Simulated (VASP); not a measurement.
# CdS (P6_3mc) in VASP: single point with LDA

Aim: the single point of CdS with LDA.

All numbers are computed with VASP 6.6.1; they aren't measurements. Logs are shortened: lines on timing, memory, paths and dates and some standing lists are left out, and cuts for length are marked.

### Step 1. The cell of the first run

It takes space group P6_3mc (No. 186, hexagonal). The conventional cell has a = 3.852 Å, b = 3.852 Å, c = 6.354 Å, α = 90.00°, β = 90.00°, γ = 120.00°. Within 3.1 Å of Cd (site symmetry 3m) lie 4 S at 2.36 to 2.37 Å. Within 3.1 Å of S (site symmetry 3m) lie 4 Cd at 2.36 to 2.37 Å.

### Step 2. Single point, LDA

INCAR

```
PREC = Accurate
ENCUT = 630
EDIFF = 1E-6
ISMEAR = 0
SIGMA = 0.01
LREAL = F
LASPH = T
NELM = 120
ALGO = Normal
ISIF = 2
LWAVE = F
LCHARG = T
GGA = CA
LELF = T
LVHAR = T
NBANDS = 34
GGA_COMPAT = F
```

KPOINTS

```
Automatic mesh
0
Gamma
  6 6 4
```

POSCAR

```
CdS
1.0
    3.8523745885      0.0000000000      0.0000000000
   -1.9261872942      3.3362542585      0.0000000000
    0.0000000000      0.0000000000      6.3540862108
Cd S
2 2
Direct
    0.3333333333      0.6666666667      0.0014475636
    0.6666666667      0.3333333333      0.5014475636
    0.3333333333      0.6666666667      0.3735524364
    0.6666666667      0.3333333333      0.8735524364
```

Potentials or basis: VASP PAW LDA potentials, release 64 (Cd_sv_GW, S).

Command:

```
cat potpaw_LDA.64/Cd_sv_GW/POTCAR potpaw_LDA.64/S/POTCAR > POTCAR
mpirun -np 1 vasp_std > vasp.out
```

OUTCAR:

```text
PREC = Accurate
   ENCUT = 630
   EDIFF = 1E-6
   ISMEAR = 0
   LREAL = F
   LASPH = T
   NELM = 120
   ISIF = 2
   GGA = CA

 ion  position               nearest neighbor table
   1  0.333  0.667  0.001-   3 2.36   4 2.37   4 2.37   4 2.37
   2  0.667  0.333  0.501-   4 2.36   3 2.37   3 2.37   3 2.37
   3  0.333  0.667  0.374-   1 2.36   2 2.37   2 2.37   2 2.37
   4  0.667  0.333  0.874-   2 2.36   1 2.37   1 2.37   1 2.37

  LATTYP: Found a hexagonal cell.
 ALAT       =     3.8523745885
 C/A-ratio  =     1.6493946954

  Lattice vectors:

 A1 = (   3.8523745885,   0.0000000000,   0.0000000000)
 A2 = (  -1.9261872942,   3.3362542585,   0.0000000000)
 A3 = (   0.0000000000,   0.0000000000,   6.3540862108)

Analysis of symmetry for initial positions (statically):
=====================================================================
 Subroutine PRICEL returns:
 Original cell was already a primitive cell.

 Routine SETGRP: Setting up the symmetry group for a
 hexagonal supercell.

 Subroutine GETGRP returns: Found 12 space group operations
 (whereof  6 operations were pure point group operations)
 out of a pool of 24 trial point group operations.

The static configuration has the point symmetry C_3v.
 The point group associated with its full space group is C_6v.

Analysis of symmetry for dynamics (positions and initial velocities):
=====================================================================
 Subroutine PRICEL returns:
 Original cell was already a primitive cell.

 Routine SETGRP: Setting up the symmetry group for a
 hexagonal supercell.

 Subroutine GETGRP returns: Found 12 space group operations
 (whereof  6 operations were pure point group operations)
 out of a pool of 24 trial point group operations.

The dynamic configuration has the point symmetry C_3v.
 The point group associated with its full space group is C_6v.

 Subroutine INISYM returns: Found 12 space group operations
 (whereof  6 operations are pure point group operations),
 and found     1 'primitive' translations

----------------------------------------------------------------------------------------

                                     Primitive cell

  volume of cell :      81.6659

  direct lattice vectors                    reciprocal lattice vectors
     3.852374589  0.000000000  0.000000000     0.259580157  0.149868673  0.000000000
[... 78 lines left out ...]
   ISTART =      0    job   : 0-new  1-cont  2-samecut
   ICHARG =      2    charge: 1-file 2-atom 10-const
   ISPIN  =      1    spin polarized calculation?
   LNONCOLLINEAR =      F non collinear calculations
   LSORBIT =      F    spin-orbit coupling
   LASPH  =      T    aspherical Exc in radial PAW
   ENCUT  =  630.0 eV  46.30 Ry    6.80 a.u.   7.88  7.88 13.00*2*pi/ulx,y,z
   NELM   =    120;   NELMIN=  2; NELMDL= -5     # of ELM steps
   EDIFF  = 0.1E-05   stopping-criterion for ELM
   LREAL  =      F    real-space projection
[... 7 lines left out ...]
   TEBEG  =    0.0;   TEEND  =   0.0 temperature during run
   PSTRESS=    0.0 pullay stress
   NELECT =      52.0000    total number of electrons
   NUPDOWN=      -1.0000    fix difference up-down
   EMIN   =  10.00;   EMAX   =-10.00  energy-range for DOS
   EFERMI =   0.00;   METHOD = LEGACY
   ISMEAR =     0;   SIGMA  =   0.01  broadening in eV -4-tet -1-fermi 0-gaus
   EFERMI_NEDOS =   21; number of points for ismear=-14 and -15
   IALGO  =     38    algorithm
   IMIX   =      4    mixing-type and parameters
     AMIX     =   0.40;   BMIX     =  1.00
     AMIX_MAG =   1.60;   BMIX_MAG =  1.00
  volume/ion in A,a.u.               =      20.42       137.78
  Fermi-wavevector in a.u.,A,eV,Ry     =   1.408410  2.661509 26.988762  1.983618
  Thomas-Fermi vector in A             =   2.530570
   LORBIT       =      0    0 simple, 1 ext, 2 COOP (PROOUT), +10 PAW based schemes
   GGA     = CA    functional components
   LHFCALC =     F    Hartree Fock is set to
   AEXX    =    0.0000 exact exchange contribution
   IVDW    =     0    specifies the selected vdW correction
   LEPSILON=     F    determine dielectric tensor
   LRPA    =     F    only Hartree local field effects (RPA)
 non-spin polarized calculation
 Gauss-broadening in eV      SIGMA  =   0.01
  energy-cutoff  :      630.00
  volume of cell :       81.67
 maximum number of plane-waves:      2952
 NGX is ok and might be reduce to    32
   NGX = 15   NGY = 15   NGZ = 27

 number of electron      51.9999997 magnetization

 Free energy of the ion-electron system (eV)
  ---------------------------------------------------
  ext. energy  EPLUGINS =         0.00000000
  ---------------------------------------------------
  free energy    TOTEN  =       -14.32473938 eV

  energy without entropy =      -14.32473938  energy(sigma->0) =      -14.32473938

 E-fermi :   5.0313     XC(G=0): -10.6547

 val. band max:        4.8952454836   @ k =   0.0000   0.0000   0.0000
 cond. band min:       6.2352094746   @ k =   0.0000   0.0000   0.0000
 fundamental gap:      1.3399639910
 Fermi energy:         5.0312979157

 k-point     1 :       0.0000    0.0000    0.0000
  band No.  band energies     occupation
      1     -96.4544      2.00000
      2     -96.4544      2.00000
      3     -57.8547      2.00000
      4     -57.8527      2.00000
      5     -57.8522      2.00000
      6     -57.8522      2.00000
[... 766 lines left out ...]
     33      14.0273      0.00000
     34      14.0284      0.00000

------------------------ aborting loop because EDIFF is reached ----------------------------------------

  FORCE on cell =-STRESS in cart. coord.  units (eV):
  Direction    XX          YY          ZZ          XY          YZ          ZX
  --------------------------------------------------------------------------------------
  -------------------------------------------------------------------------------------
  Total        7.6605900      7.6605900      7.6691956      0.0000000      0.0000000      0.0000000
  in kB      150.2906795    150.2906795    150.4595092      0.0000000      0.0000000      0.0000000
  external PRESSURE =     150.3469561 kB  Pullay stress =       0.0000000 kB

 VOLUME and BASIS-vectors are now :
 -----------------------------------------------------------------------------
  energy-cutoff  :      630.00
  volume of cell :       81.67
      direct lattice vectors                 reciprocal lattice vectors
     3.852374589  0.000000000  0.000000000     0.259580157  0.149868673  0.000000000
    -1.926187294  3.336254258  0.000000000     0.000000000  0.299737347  0.000000000
     0.000000000  0.000000000  6.354086211     0.000000000  0.000000000  0.157379042

 POSITION                                       TOTAL-FORCE (eV/Angst)
 -----------------------------------------------------------------------------------
     -0.00000      2.22417      0.00920         0.000000     -0.000000      0.002470
      1.92619      1.11208      3.18624        -0.000000      0.000000      0.002470
     -0.00000      2.22417      2.37358         0.000000      0.000000     -0.002470
      1.92619      1.11208      5.55063         0.000000      0.000000     -0.002470
 -----------------------------------------------------------------------------------
    total drift:                               -0.000001      0.000000      0.001720

  FREE ENERGIE OF THE ION-ELECTRON SYSTEM (eV)
  ---------------------------------------------------
  free  energy   TOTEN  =       -14.3247393848 eV

  energy  without entropy=      -14.3247393848  energy(sigma->0) =      -14.32473938
```

stdout:

```text
POSCAR found type information on POSCAR CdS
 POSCAR found :  2 types and       4 ions
 scaLAPACK will be used
 LDA part: xc-table for (Slater(with rela. corr.)+CA(PZ))
 , standard interpolation
 POSCAR, INCAR and KPOINTS ok, starting setup
 FFT: planning ... GRIDC
 FFT: planning ... GRID_SOFT
 FFT: planning ... GRID
 WAVECAR not read
 entering main loop
```

It took 83 s on 1 thread of AMD EPYC 7R13 (Zen 3), shared host; peak memory 0.2 GiB.

Results:

| Property | Result |
| --- | --- |
| Free energy | -14.3247 eV |
| Pressure | 15.0 GPa |
| Band gap on the k mesh | 1.34 eV |

Forces on the atoms (eV/Å):
```
Cd   0.000  0.000  0.002
Cd   0.000  0.000  0.002
S    0.000  0.000 -0.002
S    0.000  0.000 -0.002
```

Levels at points of the mesh, in eV from the valence-band top:
```
           k point  band 22  band 23  band 24  band 25  band 26  band 27  band 28  band 29  band 30  band 31
(0.00, 0.00, 0.00)    -1.09    -1.09    -0.14     0.00     0.00     1.34     2.86     6.24     6.24     6.30
(0.50, 0.00, 0.00)    -4.53    -3.75    -2.69    -1.98    -1.08     3.60     3.80     4.69     6.74     6.78
(0.00, 0.00, 0.50)    -3.12    -0.58    -0.58    -0.58    -0.58     2.99     2.99     6.08     6.08     6.64
(0.50, 0.00, 0.50)    -5.38    -1.98    -1.98    -1.93    -1.93     3.18     3.18     5.22     5.22     8.18
```

Caveat: the cell stands under pressure.
